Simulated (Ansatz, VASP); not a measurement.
**P in VASP and in Ansatz**

```
P
1.0
    -4.87713   -0.00160    0.00004
     2.43732    4.90663    0.00251
     0.00042   -2.45724   -4.87709
P
8
Direct
  0.43776 0.62501 0.25002
  0.68744 0.12500 0.25000
  0.18756 0.12498 0.25002
  0.93722 0.62496 0.24999
  0.81284 0.37501 0.74999
  0.06308 0.87504 0.74999
  0.56194 0.87500 0.74998
  0.31216 0.37500 0.75001
```

Change from the starting cell: cell x4, atoms moved at random (sigma 0.15 Å) and cell strained at random (1.5 %), then relaxed without symmetry.

Alike in both runs: functional PBE; k mesh 6 × 6 × 4; occupations gaussian, width 0.2 eV; no spin polarisation.

Ansatz relaxed the structure, and its values are those at the end. VASP's run is a single point on that final structure, the one shown.

|  | VASP | Ansatz |
| --- | --- | --- |
| version | VASP 6.6.1 | Ansatz 0.2.0 |
| potentials or method | VASP PAW PBE potentials, release 64 (P), cutoff 520 eV | scalar-relativistic, plane waves, PAW |
| valence electrons in the cell | 40 | 40 |

|  | VASP | Ansatz | Ansatz less VASP |
| --- | --- | --- | --- |
| gap on the k mesh at the Fermi level (eV) | none | none | - |
| pressure (GPa) | -0.2 | 0.0 | +0.28 |

A gap of «none» marks a metal or a gap that the smearing closes. The functional is the same, so the differences come from potentials, cutoffs and numerics.
